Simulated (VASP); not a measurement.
# NaF (Villiaumite) (Fm-3m) in VASP: further runs

Runs on NaF (Villiaumite). Level: PBEsol. Tasks: single point, relaxation of cell and atoms.

All numbers are computed with VASP 6.6.1; they aren't measurements. Logs are shortened: lines on timing, memory, paths and dates and some standing lists are left out, and cuts for length are marked.

## 1. The cell of the first run

The structure is cubic, space group Fm-3m (No. 225). The conventional cell has a = 4.640 Å, b = 4.640 Å, c = 4.640 Å, α = 90.00°, β = 90.00°, γ = 90.00°. Na (site symmetry m-3m) has 6 F at 2.32 Å within 3.1 Å. F (site symmetry m-3m) has 6 Na at 2.32 Å within 3.1 Å.

## 2. Single point, PBEsol

The input, INCAR:

```
SYSTEM = NaF
  PREC = Accurate
  ENCUT = 520
  EDIFF = 1E-7
  ISMEAR = 0
  SIGMA = 0.1
  LREAL = .False.
  LASPH = .True.
  NELM = 100
  ALGO = Normal
  ISIF = 2
  LWAVE = .False.
  LCHARG = .False.
  GGA = PS
  NBANDS = 14
```

The input, KPOINTS:

```
regular mesh
0
Gamma
  6 6 6
  0 0 0
```

The input, POSCAR:

```
NaF
1.0
    0.0000000000      2.3200000000      2.3200000000
    2.3200000000      0.0000000000      2.3200000000
    2.3200000000      2.3200000000      0.0000000000
Na F
1 1
Direct
    0.0000000000      0.0000000000      0.0000000000
    0.5000000000      0.5000000000      0.5000000000
```

Potentials or basis: VASP PAW PBE potentials, release 64 (Na_pv, F).

Launch:

```console
cat potpaw_PBE.64/Na_pv/POTCAR potpaw_PBE.64/F/POTCAR > POTCAR
mpirun -np 1 vasp_std > vasp.out
```

OUTCAR:

```text
SYSTEM = NaF
   PREC = Accurate
   ENCUT = 520
   EDIFF = 1E-7
   ISMEAR = 0
   LREAL = .False.
   LASPH = .True.
   NELM = 100
   ISIF = 2
   GGA = PS

 ion  position               nearest neighbor table
   1  0.000  0.000  0.000-   2 2.32   2 2.32   2 2.32   2 2.32   2 2.32   2 2.32
   2  0.500  0.500  0.500-   1 2.32   1 2.32   1 2.32   1 2.32   1 2.32   1 2.32

  LATTYP: Found a face centered cubic cell.
 ALAT       =     4.6400000000

  Lattice vectors:

 A1 = (   0.0000000000,   2.3200000000,   2.3200000000)
 A2 = (   2.3200000000,   0.0000000000,   2.3200000000)
 A3 = (   2.3200000000,   2.3200000000,   0.0000000000)

Analysis of symmetry for initial positions (statically):
=====================================================================
 Subroutine PRICEL returns:
 Original cell was already a primitive cell.

 Routine SETGRP: Setting up the symmetry group for a
 face centered cubic supercell.

 Subroutine GETGRP returns: Found 48 space group operations
 (whereof 48 operations were pure point group operations)
 out of a pool of 48 trial point group operations.

The static configuration has the point symmetry O_h .

Analysis of symmetry for dynamics (positions and initial velocities):
=====================================================================
 Subroutine PRICEL returns:
 Original cell was already a primitive cell.

 Routine SETGRP: Setting up the symmetry group for a
 face centered cubic supercell.

 Subroutine GETGRP returns: Found 48 space group operations
 (whereof 48 operations were pure point group operations)
 out of a pool of 48 trial point group operations.

The dynamic configuration has the point symmetry O_h .

 Subroutine INISYM returns: Found 48 space group operations
 (whereof 48 operations are pure point group operations),
 and found     1 'primitive' translations

----------------------------------------------------------------------------------------

                                     Primitive cell

  volume of cell :      24.9743

  direct lattice vectors                    reciprocal lattice vectors
     0.000000000  2.320000000  2.320000000    -0.215517241  0.215517241  0.215517241
     2.320000000  0.000000000  2.320000000     0.215517241 -0.215517241  0.215517241
     2.320000000  2.320000000  0.000000000     0.215517241  0.215517241 -0.215517241

  length of vectors
     3.280975465  3.280975465  3.280975465     0.373286812  0.373286812  0.373286812

  position of ions in fractional coordinates (direct lattice)
     0.000000000  0.000000000  0.000000000
     0.500000000  0.500000000  0.500000000

  ion indices of the primitive-cell ions
   primitive index   ion index
                 1           1
                 2           2

[... 76 lines left out ...]
   EFERMI =   0.00;   METHOD = LEGACY
   ISMEAR =     0;   SIGMA  =   0.10  broadening in eV -4-tet -1-fermi 0-gaus
   EFERMI_NEDOS =   21; number of points for ismear=-14 and -15
   IALGO  =     38    algorithm
   IMIX   =      4    mixing-type and parameters
     AMIX     =   0.40;   BMIX     =  1.00
     AMIX_MAG =   1.60;   BMIX_MAG =  1.00
  volume/ion in A,a.u.               =      12.49        84.27
  Fermi-wavevector in a.u.,A,eV,Ry     =   1.349852  2.550851 24.791186  1.822101
  Thomas-Fermi vector in A             =   2.477405
   LORBIT       =      0    0 simple, 1 ext, 2 COOP (PROOUT), +10 PAW based schemes
   GGA     = PS    functional components
   LHFCALC =     F    Hartree Fock is set to
   AEXX    =    0.0000 exact exchange contribution
   IVDW    =     0    specifies the selected vdW correction
   LEPSILON=     F    determine dielectric tensor
   LRPA    =     F    only Hartree local field effects (RPA)
 non-spin polarized calculation
 Gauss-broadening in eV      SIGMA  =   0.10
  energy-cutoff  :      520.00
  volume of cell :       24.97
 maximum number of plane-waves:       692
   NGX = 13   NGY = 13   NGZ = 13

 number of electron      13.9999982 magnetization

 Free energy of the ion-electron system (eV)
  ---------------------------------------------------
  ext. energy  EPLUGINS =         0.00000000
  ---------------------------------------------------
  free energy    TOTEN  =        -8.76885084 eV

  energy without entropy =       -8.76885084  energy(sigma->0) =       -8.76885084

 E-fermi :  -1.7760     XC(G=0):  -9.3144

 val. band max:       -2.1932315334   @ k =   0.0000   0.0000   0.0000
 cond. band min:       3.9481894082   @ k =   0.0000   0.0000   0.0000
 fundamental gap:      6.1414209416
 Fermi energy:        -1.7760060837

 k-point     1 :       0.0000    0.0000    0.0000
  band No.  band energies     occupation
      1     -21.2431      2.00000
      2     -20.9739      2.00000
      3     -20.9739      2.00000
      4     -20.9739      2.00000
      5      -2.1932      2.00000
      6      -2.1932      2.00000
      7      -2.1932      2.00000
      8       3.9482      0.00000
      9      16.6233      0.00000
     10      16.6233      0.00000
     11      16.6233      0.00000
     12      19.2988      0.00000
     13      21.6809      0.00000
     14      21.6809      0.00000
[... 241 lines left out ...]
      1     -21.3976      2.00000
      2     -21.0943      2.00000
      3     -21.0498      2.00000
      4     -20.5905      2.00000
      5      -3.2891      2.00000
      6      -2.8495      2.00000
      7      -2.7290      2.00000
      8      10.7825      0.00000
      9      10.8499      0.00000
     10      12.2782      0.00000
     11      15.3762      0.00000
     12      19.0993      0.00000
     13      23.6782      0.00000
     14      23.7459      0.00000

------------------------ aborting loop because EDIFF is reached ----------------------------------------

  FORCE on cell =-STRESS in cart. coord.  units (eV):
  Direction    XX          YY          ZZ          XY          YZ          ZX
  --------------------------------------------------------------------------------------
  -------------------------------------------------------------------------------------
  Total       -0.0534381     -0.0534381     -0.0534381      0.0000000      0.0000000     -0.0000000
  in kB       -3.4282134     -3.4282134     -3.4282134      0.0000000      0.0000000     -0.0000000
  external PRESSURE =      -3.4282134 kB  Pullay stress =       0.0000000 kB

 VOLUME and BASIS-vectors are now :
 -----------------------------------------------------------------------------
  energy-cutoff  :      520.00
  volume of cell :       24.97
      direct lattice vectors                 reciprocal lattice vectors
     0.000000000  2.320000000  2.320000000    -0.215517241  0.215517241  0.215517241
     2.320000000  0.000000000  2.320000000     0.215517241 -0.215517241  0.215517241
     2.320000000  2.320000000  0.000000000     0.215517241  0.215517241 -0.215517241

 POSITION                                       TOTAL-FORCE (eV/Angst)
 -----------------------------------------------------------------------------------
      0.00000      0.00000      0.00000         0.000000      0.000000      0.000000
      2.32000      2.32000      2.32000        -0.000000     -0.000000     -0.000000
 -----------------------------------------------------------------------------------
    total drift:                                0.000000     -0.000000      0.000000

  FREE ENERGIE OF THE ION-ELECTRON SYSTEM (eV)
  ---------------------------------------------------
  free  energy   TOTEN  =        -8.7688508378 eV

  energy  without entropy=       -8.7688508378  energy(sigma->0) =       -8.76885084
```

OSZICAR:

```text
N       E                     dE             d eps       ncg     rms          rms(c)
DAV:   1     0.104007390135E+03    0.10401E+03   -0.78113E+03   448   0.121E+03
DAV:   2    -0.442497532824E+01   -0.10843E+03   -0.10178E+03   478   0.326E+02
DAV:   3    -0.949990907564E+01   -0.50749E+01   -0.50638E+01   556   0.665E+01
DAV:   4    -0.953926389851E+01   -0.39355E-01   -0.39352E-01   496   0.621E+00
DAV:   5    -0.953967257918E+01   -0.40868E-03   -0.40868E-03   580   0.626E-01    0.491E+00
DAV:   6    -0.878431878821E+01    0.75535E+00   -0.26262E+00   532   0.144E+01    0.181E+00
DAV:   7    -0.876963059436E+01    0.14688E-01   -0.28670E-02   460   0.208E+00    0.103E+00
DAV:   8    -0.876848600689E+01    0.11446E-02   -0.25744E-02   490   0.344E+00    0.152E-01
DAV:   9    -0.876898263542E+01   -0.49663E-03   -0.43302E-03   544   0.632E-01    0.121E-01
DAV:  10    -0.876884829426E+01    0.13434E-03   -0.10509E-03   502   0.368E-01    0.152E-02
DAV:  11    -0.876885050259E+01   -0.22083E-05   -0.46310E-05   520   0.139E-01    0.702E-03
DAV:  12    -0.876885081365E+01   -0.31106E-06   -0.61502E-06   526   0.315E-02    0.285E-03
DAV:  13    -0.876885083782E+01   -0.24167E-07   -0.92684E-07   496   0.889E-03
   1 F= -.87688508E+01 E0= -.87688508E+01  d E =-.219031E-10
```

stdout:

```text
POSCAR found type information on POSCAR NaF
 POSCAR found :  2 types and       2 ions
 scaLAPACK will be used
 -----------------------------------------------------------------------------
|                                                                             |
|                                                                             |
|     You enforced a specific xc type in the INCAR file but a different       |
|     I HOPE YOU KNOW WHAT YOU ARE DOING!                                     |
|                                                                             |
 -----------------------------------------------------------------------------

 LDA part: xc-table for (Slater+PW92), standard interpolation
 POSCAR, INCAR and KPOINTS ok, starting setup
 FFT: planning ... GRIDC
 FFT: planning ... GRID_SOFT
 FFT: planning ... GRID
 WAVECAR not read
 entering main loop
```

It took 4.7 s on 1 thread of AMD EPYC 7R43 (Zen 3), shared host; peak memory 0.09 GiB.

What came out:

| Property | Result |
| --- | --- |
| Free energy | -8.7689 eV |
| Pressure | -0.3 GPa |
| Band gap on the k mesh | 6.14 eV, direct |

Levels at points of the mesh, in eV from the valence-band top:
| k point | band 5 | band 6 | band 7 | band 8 | band 9 | band 10 |
| --- | --- | --- | --- | --- | --- | --- |
| (0.00, 0.00, 0.00) | 0.00 | 0.00 | 0.00 | 6.14 | 18.82 | 18.82 |
| (0.50, 0.00, 0.00) | -1.61 | -0.26 | -0.26 | 10.58 | 12.30 | 19.94 |
| (0.50, 0.50, 0.00) | -1.29 | -0.41 | -0.41 | 12.95 | 13.08 | 13.49 |

Caveat: the PAW data sets were made with another functional, which shifts forces and pressure a little.

(Part 1 of 2 ends here.)
